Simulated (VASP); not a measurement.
# Zn (Pm-3m) in VASP: single point with PBEsol

Aim: the single point of Zn with PBEsol.

Program: VASP 6.6.1. These are calculated values, not measurements. Logs are shortened: lines on timing, memory, paths and dates and some standing lists are left out, and cuts for length are marked.

## 1. The cell of the first run

Symmetry: Pm-3m, No. 221, cubic system. The conventional cell has a = 2.564 Å, b = 2.564 Å, c = 2.564 Å, α = 90.00°, β = 90.00°, γ = 90.00°. Within 3.4 Å of Zn (site symmetry m-3m) lie 6 Zn at 2.56 Å.

## 2. Single point, PBEsol

INCAR

```
ALGO = Normal
EDIFF = 1E-7
ENCUT = 520
GGA = PS
ISIF = 2
ISMEAR = -1
LASPH = True
LCHARG = False
LREAL = False
LWAVE = False
NBANDS = 12
NELM = 80
PREC = Accurate
SIGMA = 0.05
```

KPOINTS

```
k-points
0
Gamma
  17 17 17
```

POSCAR

```
Zn
1.0
    2.5642761162      0.0000000000      0.0000000000
    0.0000000000      2.5642761162      0.0000000000
    0.0000000000      0.0000000000      2.5642761162
Zn
1
Direct
    0.0000000000      0.0000000000      0.0000000000
```

Potentials or basis: VASP PAW PBE potentials, release 64 (Zn).

Run with:

```sh
$ cat potpaw_PBE.64/Zn/POTCAR > POTCAR
$ mpirun -np 1 vasp_std > vasp.out
```

OUTCAR:

```text
EDIFF = 1E-7
   ENCUT = 520
   GGA = PS
   ISIF = 2
   ISMEAR = -1
   LASPH = True
   LREAL = False
   NELM = 80
   PREC = Accurate

 ion  position               nearest neighbor table
   1  0.000  0.000  0.000-

  LATTYP: Found a simple cubic cell.
 ALAT       =     2.5642761162

  Lattice vectors:

 A1 = (   2.5642761162,   0.0000000000,   0.0000000000)
 A2 = (   0.0000000000,   2.5642761162,   0.0000000000)
 A3 = (   0.0000000000,   0.0000000000,   2.5642761162)

Analysis of symmetry for initial positions (statically):
=====================================================================
 Subroutine PRICEL returns:
 Original cell was already a primitive cell.

 Routine SETGRP: Setting up the symmetry group for a
 simple cubic supercell.

 Subroutine GETGRP returns: Found 48 space group operations
 (whereof 48 operations were pure point group operations)
 out of a pool of 48 trial point group operations.

The static configuration has the point symmetry O_h .

Analysis of symmetry for dynamics (positions and initial velocities):
=====================================================================
 Subroutine PRICEL returns:
 Original cell was already a primitive cell.

 Routine SETGRP: Setting up the symmetry group for a
 simple cubic supercell.

 Subroutine GETGRP returns: Found 48 space group operations
 (whereof 48 operations were pure point group operations)
 out of a pool of 48 trial point group operations.

The dynamic configuration has the point symmetry O_h .

 Subroutine INISYM returns: Found 48 space group operations
 (whereof 48 operations are pure point group operations),
 and found     1 'primitive' translations

----------------------------------------------------------------------------------------

                                     Primitive cell

  volume of cell :      16.8614

  direct lattice vectors                    reciprocal lattice vectors
     2.564276116  0.000000000  0.000000000     0.389973605  0.000000000  0.000000000
     0.000000000  2.564276116  0.000000000     0.000000000  0.389973605  0.000000000
     0.000000000  0.000000000  2.564276116     0.000000000  0.000000000  0.389973605

  length of vectors
     2.564276116  2.564276116  2.564276116     0.389973605  0.389973605  0.389973605

  position of ions in fractional coordinates (direct lattice)
     0.000000000  0.000000000  0.000000000

  ion indices of the primitive-cell ions
   primitive index   ion index
                 1           1

----------------------------------------------------------------------------------------
[... 75 lines left out ...]
   NFREE  =      0    steps in history (QN), initial steepest desc. (CG)
   ISIF   =      2    stress and relaxation
   ISYM   =      2    0-nonsym 1-usesym 2-fastsym
   POTIM  = 0.5000    time-step for ionic-motion
   TEBEG  =    0.0;   TEEND  =   0.0 temperature during run
   PSTRESS=    0.0 pullay stress
   NELECT =      12.0000    total number of electrons
   NUPDOWN=      -1.0000    fix difference up-down
   EMIN   =  10.00;   EMAX   =-10.00  energy-range for DOS
   EFERMI =   0.00;   METHOD = LEGACY
   ISMEAR =    -1;   SIGMA  =   0.05  broadening in eV -4-tet -1-fermi 0-gaus
   EFERMI_NEDOS =   21; number of points for ismear=-14 and -15
   IALGO  =     38    algorithm
   IMIX   =      4    mixing-type and parameters
     AMIX     =   0.40;   BMIX     =  1.00
     AMIX_MAG =   1.60;   BMIX_MAG =  1.00
  volume/ion in A,a.u.               =      16.86       113.79
  Fermi-wavevector in a.u.,A,eV,Ry     =   1.461629  2.762078 29.066930  2.136359
  Thomas-Fermi vector in A             =   2.577938
   LORBIT       =      0    0 simple, 1 ext, 2 COOP (PROOUT), +10 PAW based schemes
   GGA     = PS    functional components
   LHFCALC =     F    Hartree Fock is set to
   AEXX    =    0.0000 exact exchange contribution
   IVDW    =     0    specifies the selected vdW correction
   LEPSILON=     F    determine dielectric tensor
   LRPA    =     F    only Hartree local field effects (RPA)
 non-spin polarized calculation
  energy-cutoff  :      520.00
  volume of cell :       16.86
 maximum number of plane-waves:       466
 NGX is ok and might be reduce to    20
   NGX =  9   NGY =  9   NGZ =  9

 number of electron      11.9999979 magnetization

 Free energy of the ion-electron system (eV)
  ---------------------------------------------------
  ext. energy  EPLUGINS =         0.00000000
  ---------------------------------------------------
  free energy    TOTEN  =        -1.29662526 eV

  energy without entropy =       -1.29353387  energy(sigma->0) =       -1.29507957

 E-fermi :   2.0153     XC(G=0): -11.1064

 val. band max:        1.9412063953   @ k =   0.4706   0.4118   0.0588
 cond. band min:       2.0169732856   @ k =   0.4706   0.2941   0.2941
 fundamental gap:      0.0757668903
 Fermi energy:         2.0152517265

 k-point     1 :       0.0000    0.0000    0.0000
  band No.  band energies     occupation
      1      -7.4356      2.00000
      2      -6.0414      2.00000
      3      -6.0414      2.00000
      4      -4.7132      2.00000
      5      -4.7132      2.00000
      6      -4.7132      2.00000
      7      14.8848      0.00000
      8      14.8848      0.00000
      9      14.8848      0.00000
     10      17.8527      0.00000
     11      17.8527      0.00000
     12      20.8757      0.00000
[... 331 lines left out ...]
 k-point    24 :       0.4706    0.1176    0.0000
  band No.  band energies     occupation
      1      -5.8602      2.00000
      2      -5.6607      2.00000
      3      -5.2563      2.00000
      4      -5.0881      2.00000
      5      -4.7272      2.00000
      6      -1.2969      2.00000
      7       0.1342      2.00000
      8      16.2132      0.00000
      9      18.2895      0.00000
     10      20.0220      0.00000
     11      22.3036      0.00000
     12      24.1744      0.00000

 [... further k-points ...]
[... 5 lines left out ...]
  --------------------------------------------------------------------------------------
  -------------------------------------------------------------------------------------
  Total        0.0281993      0.0281993      0.0281993      0.0000000      0.0000000     -0.0000000
  in kB        2.6795050      2.6795050      2.6795050      0.0000000      0.0000000     -0.0000000
  external PRESSURE =       2.6795050 kB  Pullay stress =       0.0000000 kB

 VOLUME and BASIS-vectors are now :
 -----------------------------------------------------------------------------
  energy-cutoff  :      520.00
  volume of cell :       16.86
      direct lattice vectors                 reciprocal lattice vectors
     2.564276116  0.000000000  0.000000000     0.389973605  0.000000000  0.000000000
     0.000000000  2.564276116  0.000000000     0.000000000  0.389973605  0.000000000
     0.000000000  0.000000000  2.564276116     0.000000000  0.000000000  0.389973605

 POSITION                                       TOTAL-FORCE (eV/Angst)
 -----------------------------------------------------------------------------------
      0.00000      0.00000      0.00000         0.000000      0.000000      0.000000
 -----------------------------------------------------------------------------------
    total drift:                               -0.000000      0.000000      0.000000

  FREE ENERGIE OF THE ION-ELECTRON SYSTEM (eV)
  ---------------------------------------------------
  free  energy   TOTEN  =        -1.2966252629 eV

  energy  without entropy=       -1.2935338743  energy(sigma->0) =       -1.29507957
```

OSZICAR:

```text
N       E                     dE             d eps       ncg     rms          rms(c)
DAV:   1     0.434180350724E+02    0.43418E+02   -0.65534E+03  4040   0.154E+03
DAV:   2    -0.176740968691E-01   -0.43436E+02   -0.40879E+02  4128   0.213E+02
DAV:   3    -0.141797792215E+01   -0.14003E+01   -0.13983E+01  4568   0.382E+01
DAV:   4    -0.142174097718E+01   -0.37631E-02   -0.37629E-02  4312   0.198E+00
DAV:   5    -0.142174417624E+01   -0.31991E-05   -0.31990E-05  4604   0.559E-02    0.251E+00
DAV:   6    -0.130582689138E+01    0.11592E+00   -0.64009E-01  4712   0.158E+01    0.179E+00
DAV:   7    -0.129951719378E+01    0.63097E-02   -0.13878E-02  4336   0.223E+00    0.905E-01
DAV:   8    -0.129663721836E+01    0.28800E-02   -0.13293E-03  5000   0.427E-01    0.260E-02
DAV:   9    -0.129662471117E+01    0.12507E-04   -0.99146E-05  5808   0.145E-01    0.193E-02
DAV:  10    -0.129662550818E+01   -0.79701E-06   -0.52610E-06  4184   0.323E-02    0.189E-03
DAV:  11    -0.129662533674E+01    0.17145E-06   -0.23968E-07  3248   0.921E-03    0.617E-04
DAV:  12    -0.129662526289E+01    0.73843E-07   -0.15928E-08  2160   0.118E-03
   1 F= -.12966253E+01 E0= -.12950796E+01  d E =-.309139E-02
```

stdout:

```text
POSCAR found type information on POSCAR Zn
 POSCAR found :  1 types and       1 ions
 scaLAPACK will be used
 -----------------------------------------------------------------------------
|                                                                             |
|                                                                             |
|     You enforced a specific xc type in the INCAR file but a different       |
|     I HOPE YOU KNOW WHAT YOU ARE DOING!                                     |
|                                                                             |
 -----------------------------------------------------------------------------

 LDA part: xc-table for (Slater+PW92), standard interpolation
 POSCAR, INCAR and KPOINTS ok, starting setup
 FFT: planning ... GRIDC
 FFT: planning ... GRID_SOFT
 FFT: planning ... GRID
 WAVECAR not read
 entering main loop
```

Run time: 20 s. Hardware: 1 thread of Intel Xeon Platinum 8259CL at 2.50GHz (Skylake/Cascade Lake), shared host; peak memory 0.14 GiB.

What came out:

| Property | Result |
| --- | --- |
| Free energy | -1.2966 eV |
| Pressure | 0.3 GPa |
| Band gap on the k mesh | zero (band 6 reaches 7.27 eV, above the bottom of band 7 at -0.16 eV) |

Caveat: the PAW data sets were made with another functional, which shifts forces and pressure a little.
